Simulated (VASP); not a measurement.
# InAs in VASP: single point with PBE

Aim: the single point of InAs with PBE.

All numbers are computed with VASP 6.6.1; they aren't measurements. Logs are shortened: lines on timing, memory, paths and dates and some standing lists are left out, and cuts for length are marked.

### Step 1. The cell of the first run

The cell holds a slab with vacuum, 14 atoms: a = 4.374 Å, b = 6.186 Å, c = 28.123 Å, α = 90.00°, β = 90.00°, γ = 90.00°.

### Step 2. Single point, PBE

The input, INCAR:

```
PREC = Accurate
ENCUT = 400
EDIFF = 1E-6
ISMEAR = 0
SIGMA = 0.1
LREAL = F
LASPH = T
NELM = 120
ALGO = Normal
ISIF = 2
LWAVE = F
LCHARG = F
LDIPOL = T
IDIPOL = 3
DIPOL = 0.5 0.5 0.500
GGA = PE
NBANDS = 76
GGA_COMPAT = F
NELMDL = -8
```

The input, KPOINTS:

```
Automatic mesh
0
Gamma
  8 6 1
```

The input, POSCAR:

```
InAs
1.0
    4.3743937299      0.0000000000      0.0000000000
    0.0000000000      6.1863269400      0.0000000000
    0.0000000000      0.0000000000     28.1231811897
In As
7 7
Direct
    0.5000000000      0.5000000000      0.2666839128
    0.0000000000      0.0000000000      0.3444559419
    0.5000000000      0.5000000000      0.4222279709
    0.0000000000      0.0000000000      0.5000000000
    0.5000000000      0.5000000000      0.5777720291
    0.0000000000      0.0000000000      0.6555440581
    0.5000000000      0.5000000000      0.7333160872
    0.0000000000      0.7500000000      0.2666839128
    0.5000000000      0.2500000000      0.3444559419
    0.0000000000      0.7500000000      0.4222279709
    0.5000000000      0.2500000000      0.5000000000
    0.0000000000      0.7500000000      0.5777720291
    0.5000000000      0.2500000000      0.6555440581
    0.0000000000      0.7500000000      0.7333160872
```

Potentials or basis: VASP PAW PBE potentials, release 64 (In_d, As).

Started as:

```sh
$ cat potpaw_PBE.64/In_d/POTCAR potpaw_PBE.64/As/POTCAR > POTCAR
$ mpirun -np 1 vasp_std > vasp.out
```

OUTCAR:

```text
PREC = Accurate
   ENCUT = 400
   EDIFF = 1E-6
   ISMEAR = 0
   LREAL = F
   LASPH = T
   NELM = 120
   ISIF = 2
   GGA = PE
   NELMDL = -8

 ion  position               nearest neighbor table
   1  0.500  0.500  0.267-   8 2.68   8 2.68   9 2.68
   2  0.000  0.000  0.344-  10 2.68   9 2.68   9 2.68   8 2.68
   3  0.500  0.500  0.422-   9 2.68  10 2.68  10 2.68  11 2.68
   4  0.000  0.000  0.500-  11 2.68  11 2.68  12 2.68  10 2.68
   5  0.500  0.500  0.578-  13 2.68  12 2.68  12 2.68  11 2.68
   6  0.000  0.000  0.656-  12 2.68  13 2.68  13 2.68  14 2.68
   7  0.500  0.500  0.733-  14 2.68  14 2.68  13 2.68
   8  0.000  0.750  0.267-   1 2.68   1 2.68   2 2.68
   9  0.500  0.250  0.344-   3 2.68   2 2.68   2 2.68   1 2.68
  10  0.000  0.750  0.422-   2 2.68   3 2.68   3 2.68   4 2.68
  11  0.500  0.250  0.500-   4 2.68   4 2.68   5 2.68   3 2.68
  12  0.000  0.750  0.578-   6 2.68   5 2.68   5 2.68   4 2.68
  13  0.500  0.250  0.656-   5 2.68   6 2.68   6 2.68   7 2.68
  14  0.000  0.750  0.733-   7 2.68   7 2.68   6 2.68

  LATTYP: Found a simple orthorhombic cell.
 ALAT       =     4.3743937299
 B/A-ratio  =     1.4142135624
 C/A-ratio  =     6.4290466122

  Lattice vectors:

 A1 = (   4.3743937299,   0.0000000000,   0.0000000000)
 A2 = (   0.0000000000,   6.1863269400,   0.0000000000)
 A3 = (   0.0000000000,   0.0000000000,  28.1231811897)

Analysis of symmetry for initial positions (statically):
=====================================================================
 Subroutine PRICEL returns:
 Original cell was already a primitive cell.

 Routine SETGRP: Setting up the symmetry group for a
 simple orthorhombic supercell.

 Subroutine GETGRP returns: Found  4 space group operations
 (whereof  4 operations were pure point group operations)
 out of a pool of  8 trial point group operations.

The static configuration has the point symmetry C_2v.

Analysis of symmetry for dynamics (positions and initial velocities):
=====================================================================
 Subroutine PRICEL returns:
 Original cell was already a primitive cell.

 Routine SETGRP: Setting up the symmetry group for a
 simple orthorhombic supercell.

 Subroutine GETGRP returns: Found  4 space group operations
 (whereof  4 operations were pure point group operations)
 out of a pool of  8 trial point group operations.

The dynamic configuration has the point symmetry C_2v.

 Subroutine INISYM returns: Found  4 space group operations
 (whereof  4 operations are pure point group operations),
 and found     1 'primitive' translations

----------------------------------------------------------------------------------------

                                     Primitive cell

  volume of cell :     761.0535

  direct lattice vectors                    reciprocal lattice vectors
     4.374393730  0.000000000  0.000000000     0.228603107  0.000000000  0.000000000
     0.000000000  6.186326940  0.000000000     0.000000000  0.161646807  0.000000000
     0.000000000  0.000000000 28.123181190     0.000000000  0.000000000  0.035557855

  length of vectors
     4.374393730  6.186326940 28.123181190     0.228603107  0.161646807  0.035557855

  position of ions in fractional coordinates (direct lattice)
     0.500000000  0.500000000  0.266683913
     0.000000000  0.000000000  0.344455942
     0.500000000  0.500000000  0.422227971
     0.000000000  0.000000000  0.500000000
     0.500000000  0.500000000  0.577772029
     0.000000000  0.000000000  0.655544058
     0.500000000  0.500000000  0.733316087
     0.000000000  0.750000000  0.266683913
     0.500000000  0.250000000  0.344455942
     0.000000000  0.750000000  0.422227971
     0.500000000  0.250000000  0.500000000
     0.000000000  0.750000000  0.577772029
     0.500000000  0.250000000  0.655544058
     0.000000000  0.750000000  0.733316087

  ion indices of the primitive-cell ions
   primitive index   ion index
                 1           1
                 2           2
                 3           3
[... 25 lines left out ...]
     0.000000000  0.000000000  0.035557855     0.000000000  0.000000000  1.000000000

  Length of vectors
     0.028575388  0.026941135  0.035557855

  Shift w.r.t. Gamma in fractional coordinates (k-lattice)
     0.000000000  0.000000000  0.000000000

 Subroutine IBZKPT returns following result:
 ===========================================

 Found     20 irreducible k-points:

 Following reciprocal coordinates:
            Coordinates               Weight
  0.000000  0.000000  0.000000      1.000000
  0.125000  0.000000  0.000000      2.000000
  0.250000  0.000000  0.000000      2.000000
  0.375000  0.000000  0.000000      2.000000
  0.500000  0.000000  0.000000      1.000000
  0.000000  0.166667  0.000000      2.000000
[... 12 lines left out ...]
  0.375000  0.500000  0.000000      2.000000
  0.500000  0.500000  0.000000      1.000000
   k-points           NKPTS =     20   k-points in BZ     NKDIM =     20   number of bands    NBANDS=     76
   number of dos      NEDOS =    301   number of ions     NIONS =     14
   total plane-waves  NPLWV = 230400
   dimension x,y,z NGX =    30 NGY =   40 NGZ =  192
   dimension x,y,z NGXF=    60 NGYF=   80 NGZF=  384
   ions per type =               7   7
   NGX,Y,Z   is equivalent  to a cutoff of  11.40, 10.75, 11.35 a.u.
   NGXF,Y,Z  is equivalent  to a cutoff of  22.80, 21.50, 22.70 a.u.
 SYSTEM =  unknown system
   PREC   = accura    normal or accurate (medium, high low for compatibility)
   ISTART =      0    job   : 0-new  1-cont  2-samecut
   ICHARG =      2    charge: 1-file 2-atom 10-const
   ISPIN  =      1    spin polarized calculation?
   LNONCOLLINEAR =      F non collinear calculations
   LSORBIT =      F    spin-orbit coupling
   LASPH  =      T    aspherical Exc in radial PAW
   ENCUT  =  400.0 eV  29.40 Ry    5.42 a.u.   7.13 10.09 45.86*2*pi/ulx,y,z
   NELM   =    120;   NELMIN=  2; NELMDL= -8     # of ELM steps
   EDIFF  = 0.1E-05   stopping-criterion for ELM
   LREAL  =      F    real-space projection
   EDIFFG = 0.1E-04   stopping-criterion for IOM
   NSW    =      0    number of steps for IOM
   IBRION =     -1    ionic relax: 0-MD 1-quasi-New 2-CG
   NFREE  =      0    steps in history (QN), initial steepest desc. (CG)
   ISIF   =      2    stress and relaxation
   ISYM   =      2    0-nonsym 1-usesym 2-fastsym
   POTIM  = 0.5000    time-step for ionic-motion
   TEBEG  =    0.0;   TEEND  =   0.0 temperature during run
   PSTRESS=    0.0 pullay stress
   NELECT =     126.0000    total number of electrons
   NUPDOWN=      -1.0000    fix difference up-down
   EMIN   =  10.00;   EMAX   =-10.00  energy-range for DOS
   EFERMI =   0.00;   METHOD = LEGACY
   ISMEAR =     0;   SIGMA  =   0.10  broadening in eV -4-tet -1-fermi 0-gaus
   EFERMI_NEDOS =   21; number of points for ismear=-14 and -15
   IALGO  =     38    algorithm
   IMIX   =      4    mixing-type and parameters
     AMIX     =   0.40;   BMIX     =  1.00
     AMIX_MAG =   1.60;   BMIX_MAG =  1.00
  volume/ion in A,a.u.               =      54.36       366.85
  Fermi-wavevector in a.u.,A,eV,Ry     =   0.898932  1.698734 10.994567  0.808078
  Thomas-Fermi vector in A             =   2.021702
   LORBIT       =      0    0 simple, 1 ext, 2 COOP (PROOUT), +10 PAW based schemes
   GGA     = PE    functional components
   LHFCALC =     F    Hartree Fock is set to
   AEXX    =    0.0000 exact exchange contribution
   IVDW    =     0    specifies the selected vdW correction
   LEPSILON=     F    determine dielectric tensor
   LRPA    =     F    only Hartree local field effects (RPA)
 non-spin polarized calculation
 Gauss-broadening in eV      SIGMA  =   0.10
  energy-cutoff  :      400.00
  volume of cell :      761.05
 maximum number of plane-waves:     13886
 NGX is ok and might be reduce to    30
   NGX = 15   NGY = 21   NGZ = 91

 dipolmoment           0.000000      0.000000     -0.000000 electrons x Angstroem

 number of electron     125.9999942 magnetization

 dipolmoment           0.000000      0.000000      0.000000 electrons x Angstroem

 Free energy of the ion-electron system (eV)
  ---------------------------------------------------
  ext. energy  EPLUGINS =         0.00000000
  ---------------------------------------------------
  free energy    TOTEN  =       -51.28600460 eV

  energy without entropy =      -51.28171440  energy(sigma->0) =      -51.28385950

 E-fermi :   0.1186     XC(G=0):  -5.3071

 val. band max:        0.0107604893   @ k =   0.0000   0.1667   0.0000
 cond. band min:       0.1393901672   @ k =   0.5000   0.5000   0.0000
 fundamental gap:      0.1286296780
 Fermi energy:         0.1186216054

 k-point     1 :       0.0000    0.0000    0.0000
  band No.  band energies     occupation
      1     -14.5002      2.00000
      2     -14.4994      2.00000
      3     -14.4859      2.00000
      4     -14.4857      2.00000
      5     -14.4387      2.00000
      6     -14.4205      2.00000
[... 1549 lines left out ...]
     74       4.2427      0.00000
     75       4.2698      0.00000
 [bands above 75 left out]

------------------------ aborting loop because EDIFF is reached ----------------------------------------

 vacuum level on the upper side and lower side of the slab       (xc-potential included)        -0.113        -0.113

  FORCE on cell =-STRESS in cart. coord.  units (eV):
  Direction    XX          YY          ZZ          XY          YZ          ZX
  --------------------------------------------------------------------------------------
  -------------------------------------------------------------------------------------
  Total       -2.0241578     -1.9634255      1.5238228      0.0000000      0.0000000      0.0000000
  in kB       -4.2612769     -4.1334229      3.2079669      0.0000000      0.0000000      0.0000000
  external PRESSURE =      -1.7289110 kB  Pullay stress =       0.0000000 kB

 VOLUME and BASIS-vectors are now :
 -----------------------------------------------------------------------------
  energy-cutoff  :      400.00
  volume of cell :      761.05
      direct lattice vectors                 reciprocal lattice vectors
     4.374393730  0.000000000  0.000000000     0.228603107  0.000000000  0.000000000
     0.000000000  6.186326940  0.000000000     0.000000000  0.161646807  0.000000000
     0.000000000  0.000000000 28.123181190     0.000000000  0.000000000  0.035557855

 POSITION                                       TOTAL-FORCE (eV/Angst)
 -----------------------------------------------------------------------------------
      2.18720      3.09316      7.50000        -0.000000      0.870047      0.988917
      0.00000      0.00000      9.68720         0.000000     -0.312438      0.163724
      2.18720      3.09316     11.87439        -0.000000      0.254184      0.112649
      0.00000      0.00000     14.06159        -0.000000     -0.135741      0.000000
      2.18720      3.09316     16.24879        -0.000000      0.254184     -0.112649
      0.00000      0.00000     18.43598         0.000000     -0.312438     -0.163724
      2.18720      3.09316     20.62318        -0.000000      0.870047     -0.988917
      0.00000      4.63975      7.50000        -0.000000     -0.179870     -1.076895
      2.18720      1.54658      9.68720        -0.000000     -0.484124     -0.310047
      0.00000      4.63975     11.87439        -0.000000     -0.027192      0.065872
      2.18720      1.54658     14.06159        -0.000000     -0.105472      0.000000
      0.00000      4.63975     16.24879        -0.000000     -0.027192     -0.065872
      2.18720      1.54658     18.43598        -0.000000     -0.484124      0.310047
      0.00000      4.63975     20.62318        -0.000000     -0.179870      1.076895
 -----------------------------------------------------------------------------------
    total drift:                                0.000000     -0.000912      0.000000

  FREE ENERGIE OF THE ION-ELECTRON SYSTEM (eV)
  ---------------------------------------------------
  free  energy   TOTEN  =       -51.2860046027 eV

  energy  without entropy=      -51.2817143977  energy(sigma->0) =      -51.28385950

 vacuum level on the upper side and lower side of the slab         4.517         4.517
```

Run time: 46 min. Hardware: 1 thread of Intel Xeon 8259CL, shared host; peak memory 0.88 GiB.

Results:

```
Free energy            : -51.2860 eV
Largest force          : 1.317 eV/Å
Band gap on the k mesh : 0.13 eV (least direct gap 0.22 eV)
```

Forces on the atoms (eV/Å):
```
In   0.000  0.870  0.989
In   0.000 -0.312  0.164
In   0.000  0.254  0.113
In   0.000 -0.136  0.000
In   0.000  0.254 -0.113
In   0.000 -0.312 -0.164
In   0.000  0.870 -0.989
As   0.000 -0.180 -1.077
As   0.000 -0.484 -0.310
As   0.000 -0.027  0.066
As   0.000 -0.105  0.000
As   0.000 -0.027 -0.066
As   0.000 -0.484  0.310
As   0.000 -0.180  1.077
```

Levels at points of the mesh, in eV from the valence-band top:
| k point | band 61 | band 62 | band 63 | band 64 | band 65 | band 66 |
| --- | --- | --- | --- | --- | --- | --- |
| (0.00, 0.00, 0.00) | -0.15 | -0.05 | -0.01 | 0.22 | 0.71 | 1.52 |
| (0.50, 0.00, 0.00) | -1.38 | -0.31 | -0.15 | 0.63 | 0.77 | 1.84 |
| (0.00, 0.50, 0.00) | -0.70 | -0.34 | -0.28 | 0.43 | 0.47 | 1.30 |
| (0.50, 0.50, 0.00) | -1.10 | -0.54 | -0.14 | 0.13 | 0.63 | 1.70 |

Caveat: spin-orbit coupling is left out, which moves the levels of the heavy elements.
